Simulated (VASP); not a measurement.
# BP2 (P4/nmm) in VASP: further runs

BP2 is run at these levels: PBE; tasks: single point, relaxation of cell and atoms.

All numbers are computed with VASP 6.6.1; they aren't measurements. Logs are shortened: lines on timing, memory, paths and dates and some standing lists are left out, and cuts for length are marked.

## (1) The cell of the first run

It takes space group P4/nmm (No. 129, tetragonal). Conventional cell: a = 3.113 Å, b = 3.113 Å, c = 9.340 Å, α = 90.00°, β = 90.00°, γ = 90.00°. Within 2.6 Å of B (site symmetry 4mm) lie 5 P at 1.98 to 2.23 Å. Within 2.9 Å of P (site symmetry -4m2) lie 4 P at 2.20 Å. P (site symmetry 4mm) has 5 B at 1.98 to 2.23 Å within 2.6 Å.

## (2) Single point, PBE

Input file INCAR:

```
SYSTEM = BP2
PREC = Accurate
ENCUT = 520
EDIFF = 1E-7
ISMEAR = 0
SIGMA = 0.1
LREAL = .FALSE.
LASPH = .TRUE.
NELM = 100
ALGO = Normal
ISIF = 2
LWAVE = .FALSE.
LCHARG = .FALSE.
GGA = PE
NBANDS = 22
```

Input file KPOINTS:

```
regular mesh
0
G
  6 6 4
  0 0 0
```

Input file POSCAR:

```
BP2
1.0
    3.1133510650      0.0000000000      0.0000000000
    0.0000000000      3.1133510650      0.0000000000
    0.0000000000      0.0000000000      9.3403910727
B P
2 4
Direct
    0.0000000000      0.5000000000      0.5859553003
    0.5000000000      0.0000000000      0.4140446997
    0.5000000000      0.5000000000      0.0000000000
    0.0000000000      0.0000000000      0.0000000000
    0.5000000000      0.0000000000      0.6261048658
    0.0000000000      0.5000000000      0.3738951342
```

Potentials or basis: VASP PAW PBE potentials, release 64 (B, P).

Launch:

```bash
$ cat potpaw_PBE.64/B/POTCAR potpaw_PBE.64/P/POTCAR > POTCAR
$ mpirun -np 1 vasp_std > vasp.out
```

OUTCAR:

```text
SYSTEM = BP2
   PREC = Accurate
   ENCUT = 520
   EDIFF = 1E-7
   ISMEAR = 0
   LREAL = .FALSE.
   LASPH = .TRUE.
   NELM = 100
   ISIF = 2
   GGA = PE

 ion  position               nearest neighbor table
   1  0.000  0.500  0.586-   6 1.98   5 2.23   5 2.23   5 2.23   5 2.23
   2  0.500  0.000  0.414-   5 1.98   6 2.23   6 2.23   6 2.23   6 2.23
   3  0.500  0.500  0.000-   4 2.20   4 2.20   4 2.20   4 2.20
   4  0.000  0.000  0.000-   3 2.20   3 2.20   3 2.20   3 2.20
   5  0.500  0.000  0.626-   2 1.98   1 2.23   1 2.23   1 2.23   1 2.23
   6  0.000  0.500  0.374-   1 1.98   2 2.23   2 2.23   2 2.23   2 2.23

  LATTYP: Found a simple tetragonal cell.
 ALAT       =     3.1133510650
 C/A-ratio  =     3.0001085254

  Lattice vectors:

 A1 = (   3.1133510650,   0.0000000000,   0.0000000000)
 A2 = (   0.0000000000,   3.1133510650,   0.0000000000)
 A3 = (   0.0000000000,   0.0000000000,   9.3403910727)

Analysis of symmetry for initial positions (statically):
=====================================================================
 Subroutine PRICEL returns:
 Original cell was already a primitive cell.

 Routine SETGRP: Setting up the symmetry group for a
 simple tetragonal supercell.

 Subroutine GETGRP returns: Found 16 space group operations
 (whereof  8 operations were pure point group operations)
 out of a pool of 16 trial point group operations.

The static configuration has the point symmetry D_2d.
 The point group associated with its full space group is D_4h.

Analysis of symmetry for dynamics (positions and initial velocities):
=====================================================================
 Subroutine PRICEL returns:
 Original cell was already a primitive cell.

 Routine SETGRP: Setting up the symmetry group for a
 simple tetragonal supercell.

 Subroutine GETGRP returns: Found 16 space group operations
 (whereof  8 operations were pure point group operations)
 out of a pool of 16 trial point group operations.

The dynamic configuration has the point symmetry D_2d.
 The point group associated with its full space group is D_4h.

 Subroutine INISYM returns: Found 16 space group operations
 (whereof  8 operations are pure point group operations),
 and found     1 'primitive' translations

----------------------------------------------------------------------------------------
[... 96 lines left out ...]
   LNONCOLLINEAR =      F non collinear calculations
   LSORBIT =      F    spin-orbit coupling
   LASPH  =      T    aspherical Exc in radial PAW
   ENCUT  =  520.0 eV  38.22 Ry    6.18 a.u.   5.79  5.79 17.37*2*pi/ulx,y,z
   NELM   =    100;   NELMIN=  2; NELMDL= -5     # of ELM steps
   EDIFF  = 0.1E-06   stopping-criterion for ELM
   LREAL  =      F    real-space projection
   EDIFFG = 0.1E-05   stopping-criterion for IOM
   NSW    =      0    number of steps for IOM
   IBRION =     -1    ionic relax: 0-MD 1-quasi-New 2-CG
   NFREE  =      0    steps in history (QN), initial steepest desc. (CG)
   ISIF   =      2    stress and relaxation
   ISYM   =      2    0-nonsym 1-usesym 2-fastsym
   POTIM  = 0.5000    time-step for ionic-motion
   TEBEG  =    0.0;   TEEND  =   0.0 temperature during run
   PSTRESS=    0.0 pullay stress
   NELECT =      26.0000    total number of electrons
   NUPDOWN=      -1.0000    fix difference up-down
   EMIN   =  10.00;   EMAX   =-10.00  energy-range for DOS
   EFERMI =   0.00;   METHOD = LEGACY
   ISMEAR =     0;   SIGMA  =   0.10  broadening in eV -4-tet -1-fermi 0-gaus
   EFERMI_NEDOS =   21; number of points for ismear=-14 and -15
   IALGO  =     38    algorithm
   IMIX   =      4    mixing-type and parameters
     AMIX     =   0.40;   BMIX     =  1.00
     AMIX_MAG =   1.60;   BMIX_MAG =  1.00
  volume/ion in A,a.u.               =      15.09       101.83
  Fermi-wavevector in a.u.,A,eV,Ry     =   1.080087  2.041069 15.872401  1.166589
  Thomas-Fermi vector in A             =   2.216069
   LORBIT       =      0    0 simple, 1 ext, 2 COOP (PROOUT), +10 PAW based schemes
   GGA     = PE    functional components
   LHFCALC =     F    Hartree Fock is set to
   AEXX    =    0.0000 exact exchange contribution
   IVDW    =     0    specifies the selected vdW correction
   LEPSILON=     F    determine dielectric tensor
   LRPA    =     F    only Hartree local field effects (RPA)
 non-spin polarized calculation
 Gauss-broadening in eV      SIGMA  =   0.10
  energy-cutoff  :      520.00
  volume of cell :       90.54
 maximum number of plane-waves:      2480
 NGX is ok and might be reduce to    24
   NGX = 11   NGY = 11   NGZ = 35

 number of electron      26.0000005 magnetization

 Free energy of the ion-electron system (eV)
  ---------------------------------------------------
  ext. energy  EPLUGINS =         0.00000000
  ---------------------------------------------------
  free energy    TOTEN  =       -30.76972983 eV

  energy without entropy =      -30.76348593  energy(sigma->0) =      -30.76660788

 E-fermi :   6.0619     XC(G=0): -10.1164

 val. band max:        6.0100763126   @ k =   0.1667   0.1667   0.2500
 cond. band min:       6.1211945093   @ k =   0.0000   0.0000   0.5000
 fundamental gap:      0.1111181967
 Fermi energy:         6.0618765534

 k-point     1 :       0.0000    0.0000    0.0000
  band No.  band energies     occupation
      1     -10.0279      2.00000
      2      -9.1938      2.00000
      3      -5.7231      2.00000
      4       0.1871      2.00000
      5       0.4969      2.00000
      6       2.3250      2.00000
[... 589 lines left out ...]
     21      10.6793      0.00000
     22      10.6793      0.00000

 [... further k-points ...]
[... 5 lines left out ...]
  --------------------------------------------------------------------------------------
  -------------------------------------------------------------------------------------
  Total       -0.3053630     -0.3053630      0.1361267      0.0000000      0.0000000      0.0000000
  in kB       -5.4038798     -5.4038798      2.4089768      0.0000000      0.0000000      0.0000000
  external PRESSURE =      -2.7995943 kB  Pullay stress =       0.0000000 kB

 VOLUME and BASIS-vectors are now :
 -----------------------------------------------------------------------------
  energy-cutoff  :      520.00
  volume of cell :       90.54
      direct lattice vectors                 reciprocal lattice vectors
     3.113351065  0.000000000  0.000000000     0.321197314  0.000000000  0.000000000
     0.000000000  3.113351065  0.000000000     0.000000000  0.321197314  0.000000000
     0.000000000  0.000000000  9.340391073     0.000000000  0.000000000  0.107061898

 POSITION                                       TOTAL-FORCE (eV/Angst)
 -----------------------------------------------------------------------------------
      0.00000      1.55668      5.47305         0.000000      0.000000      0.006129
      1.55668      0.00000      3.86734        -0.000000     -0.000000     -0.006129
      1.55668      1.55668      0.00000         0.000000      0.000000     -0.000000
      0.00000      0.00000      0.00000         0.000000     -0.000000     -0.000000
      1.55668      0.00000      5.84806        -0.000000      0.000000      0.033603
      0.00000      1.55668      3.49233         0.000000     -0.000000     -0.033603
 -----------------------------------------------------------------------------------
    total drift:                               -0.000000     -0.000000     -0.000000

  FREE ENERGIE OF THE ION-ELECTRON SYSTEM (eV)
  ---------------------------------------------------
  free  energy   TOTEN  =       -30.7697298329 eV

  energy  without entropy=      -30.7634859338  energy(sigma->0) =      -30.76660788
```

OSZICAR:

```text
N       E                     dE             d eps       ncg     rms          rms(c)
DAV:   1     0.731083674577E+02    0.73108E+02   -0.11093E+04  1320   0.101E+03
DAV:   2    -0.263323733705E+02   -0.99441E+02   -0.95087E+02  1754   0.171E+02
[... 11 lines left out ...]
DAV:  14    -0.307697344502E+02   -0.10902E-04   -0.18690E-05  1636   0.222E-02    0.321E-02
DAV:  15    -0.307697304957E+02    0.39545E-05   -0.49925E-06  1596   0.110E-02    0.184E-02
DAV:  16    -0.307697298356E+02    0.66010E-06   -0.16091E-06  1672   0.561E-03    0.959E-03
DAV:  17    -0.307697300339E+02   -0.19825E-06   -0.52057E-07  1578   0.357E-03    0.585E-03
DAV:  18    -0.307697298976E+02    0.13628E-06   -0.11820E-07   954   0.172E-03    0.324E-03
DAV:  19    -0.307697298329E+02    0.64657E-07   -0.10587E-07  1078   0.145E-03
   1 F= -.30769730E+02 E0= -.30766608E+02  d E =-.624390E-02
```

It took 38 s on 1 thread of Intel Xeon Platinum 8488C (Sapphire Rapids), shared host; peak memory 0.2 GiB.

What came out:

```yaml
Free_energy: -30.7697 eV
Pressure: -0.3 GPa
Largest_force: 0.034 eV/Å
Band_gap_on_the_k_mesh: zero (band 13 reaches 7.93 eV, above the bottom of band 14 at 4.38 eV)
```

Forces on the atoms (eV/Å):
```
B    0.000  0.000  0.006
B    0.000  0.000 -0.006
P    0.000  0.000  0.000
P    0.000  0.000  0.000
P    0.000  0.000  0.034
P    0.000  0.000 -0.034
```

Caveat: this functional lacks dispersion, which binds the layers, so the pressure and a relaxed spacing across them are unreliable.

## (3) Relaxation of cell and atoms, PBE

This run uses another cell than the first one, of 13.15 Å³/atom, 0.871 times its volume.

Input file INCAR:

```
SYSTEM = BP2
PREC = Accurate
ENCUT = 600
EDIFF = 1E-6
ISMEAR = 0
SIGMA = 0.1
LREAL = .False.
LASPH = .True.
NELM = 100
ALGO = Normal
ISIF = 3
LWAVE = .False.
LCHARG = .False.
GGA = PE
IBRION = 2
NSW = 90
EDIFFG = -0.04
```

Input file KPOINTS:

```
Automatic mesh
0
Gamma
  6 6 4
  0 0 0
```

Input file POSCAR:

```
BP2
1.0
    3.3825600600      0.0000000000      0.0000000000
    0.0000000000      3.3825600600      0.0000000000
    0.0000000000      0.0000000000      6.8954621700
B P
2 4
Direct
    0.0000000000      0.5000000000      0.7269219200
    0.5000000000      0.0000000000      0.2730780800
    0.5000000000      0.5000000000      0.0000000000
    0.0000000000      0.0000000000      0.0000000000
    0.5000000000      0.0000000000      0.6296706200
    0.0000000000      0.5000000000      0.3703293800
```

Potentials or basis: VASP PAW PBE potentials, release 64 (B, P).

Launch:

```bash
$ cat potpaw_PBE.64/B/POTCAR potpaw_PBE.64/P/POTCAR > POTCAR
$ mpirun -np 1 vasp_std > vasp.out
```

Run time: 12 min. Hardware: 1 thread of Intel Xeon Platinum 8488C (Sapphire Rapids), shared host; peak memory 0.22 GiB.

It converged, with:

| Item | Value |
| --- | --- |
| Free energy | -30.7673 eV |
| Relaxed volume | 15.06 Å³/atom |
| Relaxed cell | a = 3.106 Å, b = 3.106 Å, c = 9.366 Å, α = 90.00°, β = 90.00°, γ = 90.00° |
| Space group after relaxing (to 0.05 Å) | P4/nmm (No. 129) |
| Energy gained by relaxing | 538.9 meV/atom |
| Ionic steps | 44 |
| Pressure after relaxing | 0.1 GPa |
| Largest force after relaxing | 0.039 eV/Å |
| Band gap on the k mesh | zero (band 13 reaches 7.97 eV, above the bottom of band 14 at 4.38 eV) |

Forces on the atoms (eV/Å):
```
B    0.000  0.000  0.031
B    0.000  0.000 -0.031
P    0.000  0.000  0.000
P    0.000  0.000  0.000
P    0.000  0.000  0.039
P    0.000  0.000 -0.039
```

Stress tensor (GPa, compression positive):
```
-0.07  0.00  0.00
 0.00 -0.07  0.00
 0.00  0.00  0.33
```

Step by step:
| step | energy change (eV) | largest force (eV/Å) | pressure (GPa) | volume (Å³) |
| --- | --- | --- | --- | --- |
| 1 | 0.0000 | 1.5931 | -10.32 | 78.90 |
| 3 | -0.8542 | 2.0036 | 11.05 | 64.11 |
| 5 | -1.3496 | 1.3804 | 10.97 | 65.14 |
| 7 | -1.9989 | 1.2025 | 14.59 | 67.12 |
| 9 | -2.7529 | 1.3136 | 2.30 | 79.92 |
| 11 | -3.0687 | 0.1815 | -3.37 | 84.40 |
| 13 | -3.0741 | 0.4126 | -4.06 | 84.98 |
| 15 | -3.1648 | 0.5117 | -0.16 | 82.37 |
| 17 | -3.1816 | 0.0565 | 1.27 | 82.06 |
| 19 | -3.2033 | 0.0535 | -0.54 | 85.18 |
| 21 | -3.2166 | 0.1575 | 0.32 | 86.13 |
| 23 | -3.2190 | 0.1060 | 0.34 | 86.38 |
| 25 | -3.2198 | 0.2395 | 1.07 | 88.14 |
| 27 | -3.2232 | 0.0990 | 0.31 | 88.10 |
| 29 | -3.2239 | 0.0695 | -0.18 | 88.90 |
| 31 | -3.2239 | 0.0718 | -0.13 | 88.84 |
| 33 | -3.2249 | 0.0937 | -0.11 | 89.10 |
| 35 | -3.2264 | 0.0689 | 0.12 | 89.18 |
| 37 | -3.2298 | 0.1856 | 0.97 | 89.52 |
| 39 | -3.2302 | 0.1450 | 0.83 | 89.46 |
| 41 | -3.2311 | 0.1460 | 0.72 | 89.67 |
| 43 | -3.2321 | 0.1214 | 0.45 | 90.08 |
| 44 | -3.2332 | 0.0389 | 0.06 | 90.34 |

Final structure:
```xyz
6
Lattice="3.1057 0.0000 0.0000 0.0000 3.1057 0.0000 0.0000 0.0000 9.3665" Properties=species:S:1:pos:R:3 pbc="T T T"
B     0.0000    1.5529    5.4699
B     1.5529    3.1057    3.8965
P     1.5529    1.5529    0.0000
P     0.0000    0.0000    0.0000
P     1.5529    0.0000    5.8751
P     0.0000    1.5529    3.4914
```

Levels at points of the mesh, in eV from the Fermi level:
```tsv
k point	band 11	band 12	band 13	band 14	band 15	band 16
(0.00, 0.00, 0.00)	-1.34	-0.09	-0.09	0.92	2.01	2.15
(0.50, 0.00, 0.00)	-0.46	-0.46	0.31	0.31	2.55	2.55
(0.50, 0.50, 0.00)	-4.43	-4.43	-0.91	-0.91	-0.18	-0.18
(0.00, 0.00, 0.50)	-1.34	-0.08	-0.08	-0.02	1.87	2.43
(0.50, 0.00, 0.50)	-0.46	-0.46	0.30	0.30	2.49	2.49
(0.50, 0.50, 0.50)	-4.40	-4.40	-0.99	-0.99	-0.28	-0.28
```

Caveat: this functional lacks dispersion, which binds the layers, so the pressure and a relaxed spacing across them are unreliable.
